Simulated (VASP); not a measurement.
# SiC (F-43m) in VASP: single point with PBE

Aim: the single point of SiC with PBE.

Everything below comes from runs of VASP 6.6.1. Logs are shortened: lines on timing, memory, paths and dates and some standing lists are left out, and cuts for length are marked.

## 1. The cell of the first run

Symmetry: F-43m, No. 216, cubic system. The conventional cell has a = 4.380 Å, b = 4.380 Å, c = 4.380 Å, α = 90.00°, β = 90.00°, γ = 90.00°. Within 2.5 Å of Si (site symmetry -43m) lie 4 C at 1.90 Å. Within 2.5 Å of C (site symmetry -43m) lie 4 Si at 1.90 Å.

## 2. Single point, PBE

Contents of INCAR:

```
SYSTEM = SiC
PREC = Accurate ; ENCUT = 520
EDIFF = 1E-7 ; ISMEAR = 0
SIGMA = 0.02 ; LREAL = .FALSE.
LASPH = .TRUE. ; NELM = 80
ALGO = Normal ; ISIF = 2
LWAVE = .FALSE. ; LCHARG = .FALSE.
GGA = PE ; NBANDS = 11
```

Contents of KPOINTS:

```
Automatic mesh
0
G
  10 10 10
  0 0 0
```

Contents of POSCAR:

```
SiC
1.0
    0.0000000000      2.1898629705      2.1898629705
    2.1898629705      0.0000000000      2.1898629705
    2.1898629705      2.1898629705      0.0000000000
Si C
1 1
Direct
    0.2500000000      0.2500000000      0.2500000000
    0.0000000000      0.0000000000      0.0000000000
```

Potentials or basis: VASP PAW PBE potentials, release 64 (Si, C).

Command:

```
cat potpaw_PBE.64/Si/POTCAR potpaw_PBE.64/C/POTCAR > POTCAR
mpirun -np 1 vasp_std > vasp.out
```

OUTCAR:

```text
SYSTEM = SiC
   PREC = Accurate
   ENCUT = 520
   EDIFF = 1E-7
   ISMEAR = 0
   LREAL = .FALSE.
   LASPH = .TRUE.
   NELM = 80
   ISIF = 2
   GGA = PE

 ion  position               nearest neighbor table
   1  0.250  0.250  0.250-   2 1.90   2 1.90   2 1.90   2 1.90
   2  0.000  0.000  0.000-   1 1.90   1 1.90   1 1.90   1 1.90

  LATTYP: Found a face centered cubic cell.
 ALAT       =     4.3797259410

  Lattice vectors:

 A1 = (   0.0000000000,   2.1898629705,   2.1898629705)
 A2 = (   2.1898629705,   0.0000000000,   2.1898629705)
 A3 = (   2.1898629705,   2.1898629705,   0.0000000000)

Analysis of symmetry for initial positions (statically):
=====================================================================
 Subroutine PRICEL returns:
 Original cell was already a primitive cell.

 Routine SETGRP: Setting up the symmetry group for a
 face centered cubic supercell.

 Subroutine GETGRP returns: Found 24 space group operations
 (whereof 24 operations were pure point group operations)
 out of a pool of 48 trial point group operations.

The static configuration has the point symmetry T_d .

Analysis of symmetry for dynamics (positions and initial velocities):
=====================================================================
 Subroutine PRICEL returns:
 Original cell was already a primitive cell.

 Routine SETGRP: Setting up the symmetry group for a
 face centered cubic supercell.

 Subroutine GETGRP returns: Found 24 space group operations
 (whereof 24 operations were pure point group operations)
 out of a pool of 48 trial point group operations.

The dynamic configuration has the point symmetry T_d .

 Subroutine INISYM returns: Found 24 space group operations
 (whereof 24 operations are pure point group operations),
 and found     1 'primitive' translations

----------------------------------------------------------------------------------------

                                     Primitive cell

  volume of cell :      21.0030

  direct lattice vectors                    reciprocal lattice vectors
     0.000000000  2.189862971  2.189862971    -0.228324789  0.228324789  0.228324789
     2.189862971  0.000000000  2.189862971     0.228324789 -0.228324789  0.228324789
     2.189862971  2.189862971  0.000000000     0.228324789  0.228324789 -0.228324789

  length of vectors
     3.096933913  3.096933913  3.096933913     0.395470135  0.395470135  0.395470135

  position of ions in fractional coordinates (direct lattice)
     0.250000000  0.250000000  0.250000000
     0.000000000  0.000000000  0.000000000

  ion indices of the primitive-cell ions
   primitive index   ion index
                 1           1
                 2           2

----------------------------------------------------------------------------------------

 KPOINTS: Automatic mesh

Automatic generation of k-mesh.
 Grid dimensions read from file:
 generate k-points for:   10   10   10

 Generating k-lattice:

  Cartesian coordinates                     Fractional coordinates (reciprocal lattice)
    -0.022832479  0.022832479  0.022832479     0.100000000  0.000000000  0.000000000
     0.022832479 -0.022832479  0.022832479     0.000000000  0.100000000  0.000000000
     0.022832479  0.022832479 -0.022832479     0.000000000  0.000000000  0.100000000

  Length of vectors
     0.039547013  0.039547013  0.039547013

  Shift w.r.t. Gamma in fractional coordinates (k-lattice)
     0.000000000  0.000000000  0.000000000

 Subroutine IBZKPT returns following result:
 ===========================================

 Found     47 irreducible k-points:

 Following reciprocal coordinates:
            Coordinates               Weight
  0.000000  0.000000  0.000000      1.000000
  0.100000  0.000000  0.000000      8.000000
  0.200000  0.000000  0.000000      8.000000
  0.300000  0.000000  0.000000      8.000000
  0.400000  0.000000  0.000000      8.000000
  0.500000  0.000000  0.000000      4.000000
[... 16 lines left out ...]
  0.300000  0.300000  0.000000      6.000000
  0.400000  0.300000  0.000000     24.000000
 [... further k-points ...]
   k-points           NKPTS =     47   k-points in BZ     NKDIM =     47   number of bands    NBANDS=     11
   number of dos      NEDOS =    301   number of ions     NIONS =      2
   total plane-waves  NPLWV =  13824
   dimension x,y,z NGX =    24 NGY =   24 NGZ =   24
   dimension x,y,z NGXF=    48 NGYF=   48 NGZF=   48
   ions per type =               1   1
   NGX,Y,Z   is equivalent  to a cutoff of  12.88, 12.88, 12.88 a.u.
   NGXF,Y,Z  is equivalent  to a cutoff of  25.77, 25.77, 25.77 a.u.
 SYSTEM =  SiC
   PREC   = accura    normal or accurate (medium, high low for compatibility)
   ISTART =      0    job   : 0-new  1-cont  2-samecut
   ICHARG =      2    charge: 1-file 2-atom 10-const
   ISPIN  =      1    spin polarized calculation?
   LNONCOLLINEAR =      F non collinear calculations
   LSORBIT =      F    spin-orbit coupling
   LASPH  =      T    aspherical Exc in radial PAW
   ENCUT  =  520.0 eV  38.22 Ry    6.18 a.u.   5.76  5.76  5.76*2*pi/ulx,y,z
   NELM   =     80;   NELMIN=  2; NELMDL= -5     # of ELM steps
   EDIFF  = 0.1E-06   stopping-criterion for ELM
   LREAL  =      F    real-space projection
   EDIFFG = 0.1E-05   stopping-criterion for IOM
   NSW    =      0    number of steps for IOM
   IBRION =     -1    ionic relax: 0-MD 1-quasi-New 2-CG
   NFREE  =      0    steps in history (QN), initial steepest desc. (CG)
   ISIF   =      2    stress and relaxation
   ISYM   =      2    0-nonsym 1-usesym 2-fastsym
   POTIM  = 0.5000    time-step for ionic-motion
   TEBEG  =    0.0;   TEEND  =   0.0 temperature during run
   PSTRESS=    0.0 pullay stress
   NELECT =       8.0000    total number of electrons
   NUPDOWN=      -1.0000    fix difference up-down
   EMIN   =  10.00;   EMAX   =-10.00  energy-range for DOS
   EFERMI =   0.00;   METHOD = LEGACY
   ISMEAR =     0;   SIGMA  =   0.02  broadening in eV -4-tet -1-fermi 0-gaus
   EFERMI_NEDOS =   21; number of points for ismear=-14 and -15
   IALGO  =     38    algorithm
   IMIX   =      4    mixing-type and parameters
     AMIX     =   0.40;   BMIX     =  1.00
     AMIX_MAG =   1.60;   BMIX_MAG =  1.00
  volume/ion in A,a.u.               =      10.50        70.87
  Fermi-wavevector in a.u.,A,eV,Ry     =   1.186710  2.242556 19.160817  1.408280
  Thomas-Fermi vector in A             =   2.322877
   LORBIT       =      0    0 simple, 1 ext, 2 COOP (PROOUT), +10 PAW based schemes
   GGA     = PE    functional components
   LHFCALC =     F    Hartree Fock is set to
   AEXX    =    0.0000 exact exchange contribution
   IVDW    =     0    specifies the selected vdW correction
   LEPSILON=     F    determine dielectric tensor
   LRPA    =     F    only Hartree local field effects (RPA)
 non-spin polarized calculation
 Gauss-broadening in eV      SIGMA  =   0.02
  energy-cutoff  :      520.00
  volume of cell :       21.00
 maximum number of plane-waves:       588
   NGX = 11   NGY = 11   NGZ = 11

 number of electron       8.0000001 magnetization

 Free energy of the ion-electron system (eV)
  ---------------------------------------------------
  ext. energy  EPLUGINS =         0.00000000
  ---------------------------------------------------
  free energy    TOTEN  =       -15.06083296 eV

  energy without entropy =      -15.06083296  energy(sigma->0) =      -15.06083296

 E-fermi :   8.0392     XC(G=0): -11.2911

 val. band max:        7.9404124273   @ k =   0.0000   0.0000   0.0000
 cond. band min:       9.3110737730   @ k =   0.5000   0.5000   0.0000
 fundamental gap:      1.3706613457
 Fermi energy:         8.0391713020

 k-point     1 :       0.0000    0.0000    0.0000
  band No.  band energies     occupation
      1      -7.3462      2.00000
      2       7.9404      2.00000
      3       7.9404      2.00000
      4       7.9404      2.00000
      5      13.9997      0.00000
      6      15.1449      0.00000
      7      15.1449      0.00000
      8      15.1449      0.00000
      9      22.3601      0.00000
     10      22.3601      0.00000
     11      24.1908      0.00000

 k-point     2 :       0.1000    0.0000    0.0000
  band No.  band energies     occupation
      1      -7.1532      2.00000
      2       6.9337      2.00000
      3       7.8071      2.00000
      4       7.8071      2.00000
      5      14.2823      0.00000
      6      15.3860      0.00000
      7      15.3860      0.00000
      8      15.4000      0.00000
      9      21.4263      0.00000
     10      21.4263      0.00000
     11      24.0915      0.00000

 k-point     3 :       0.2000    0.0000    0.0000
  band No.  band energies     occupation
      1      -6.5828      2.00000
      2       4.8285      2.00000
      3       7.5013      2.00000
      4       7.5013      2.00000
      5      14.0122      0.00000
      6      15.7485      0.00000
      7      15.7485      0.00000
      8      16.5852      0.00000
      9      20.7662      0.00000
     10      20.7662      0.00000
     11      23.2152      0.00000

 k-point     4 :       0.3000    0.0000    0.0000
  band No.  band energies     occupation
      1      -5.6710      2.00000
      2       2.5385      2.00000
      3       7.1864      2.00000
      4       7.1864      2.00000
      5      13.6039      0.00000
      6      15.6305      0.00000
      7      15.6305      0.00000
      8      17.5771      0.00000
      9      21.5625      0.00000
     10      21.5625      0.00000
     11      22.9283      0.00000
[... 239 lines left out ...]
 k-point    22 :      -0.2000    0.2000    0.0000
  band No.  band energies     occupation
      1      -5.3648      2.00000
      2       3.1632      2.00000
      3       4.7524      2.00000
      4       7.2933      2.00000
      5      14.4260      0.00000
      6      15.8207      0.00000
      7      16.2214      0.00000
      8      16.9769      0.00000
      9      19.4075      0.00000
     10      23.2150      0.00000
     11      26.9258      0.00000

 k-point    23 :       0.3000    0.3000    0.0000
  band No.  band energies     occupation
      1      -5.1016      2.00000
      2       3.5865      2.00000
      3       5.5994      2.00000
      4       5.5994      2.00000
      5      11.0846      0.00000
      6      13.4961      0.00000
      7      19.3288      0.00000
      8      19.3288      0.00000
      9      20.1806      0.00000
     10      24.9165      0.00000
     11      29.4493      0.00000

 k-point    24 :       0.4000    0.3000    0.0000
  band No.  band energies     occupation
      1      -4.2446      2.00000
      2       2.3770      2.00000
      3       4.8191      2.00000
      4       5.3393      2.00000
      5      10.7989      0.00000
      6      13.5031      0.00000
      7      19.4030      0.00000
      8      19.7316      0.00000
      9      21.5348      0.00000
     10      25.8803      0.00000
     11      28.9681      0.00000

 [... further k-points ...]

------------------------ aborting loop because EDIFF is reached ----------------------------------------

  FORCE on cell =-STRESS in cart. coord.  units (eV):
  Direction    XX          YY          ZZ          XY          YZ          ZX
  --------------------------------------------------------------------------------------
  -------------------------------------------------------------------------------------
  Total       -0.0063448     -0.0063448     -0.0063448      0.0000000      0.0000000      0.0000000
  in kB       -0.4839994     -0.4839994     -0.4839994      0.0000000      0.0000000      0.0000000
  external PRESSURE =      -0.4839994 kB  Pullay stress =       0.0000000 kB

 VOLUME and BASIS-vectors are now :
 -----------------------------------------------------------------------------
  energy-cutoff  :      520.00
  volume of cell :       21.00
      direct lattice vectors                 reciprocal lattice vectors
     0.000000000  2.189862971  2.189862971    -0.228324789  0.228324789  0.228324789
     2.189862971  0.000000000  2.189862971     0.228324789 -0.228324789  0.228324789
     2.189862971  2.189862971  0.000000000     0.228324789  0.228324789 -0.228324789

 POSITION                                       TOTAL-FORCE (eV/Angst)
 -----------------------------------------------------------------------------------
      1.09493      1.09493      1.09493        -0.000000     -0.000000      0.000000
      0.00000      0.00000      0.00000         0.000000      0.000000     -0.000000
 -----------------------------------------------------------------------------------
    total drift:                               -0.000000     -0.000000     -0.000000

  FREE ENERGIE OF THE ION-ELECTRON SYSTEM (eV)
  ---------------------------------------------------
  free  energy   TOTEN  =       -15.0608329565 eV

  energy  without entropy=      -15.0608329565  energy(sigma->0) =      -15.06083296
```

Wall time 9.5 s (1 thread of AMD EPYC 7R13 (Zen 3), shared host); peak memory 0.11 GiB.

Results:

| Item | Value |
| --- | --- |
| Free energy | -15.0608 eV |
| Pressure | 0.0 GPa |
| Band gap on the k mesh | 1.37 eV, indirect (least direct gap 4.53 eV) |

Levels at points of the mesh, in eV from the valence-band top:
| k point | band 1 | band 2 | band 3 | band 4 | band 5 | band 6 | band 7 | band 8 | band 9 |
| --- | --- | --- | --- | --- | --- | --- | --- | --- | --- |
| (0.00, 0.00, 0.00) | -15.29 | 0.00 | 0.00 | 0.00 | 6.06 | 7.20 | 7.20 | 7.20 | 14.42 |
| (0.50, 0.00, 0.00) | -11.78 | -8.45 | -1.05 | -1.05 | 5.30 | 7.17 | 7.17 | 9.97 | 16.02 |
| (0.50, 0.50, 0.00) | -10.34 | -7.75 | -3.16 | -3.16 | 1.37 | 4.27 | 13.86 | 13.86 | 14.59 |

A k mesh can miss the band edges.
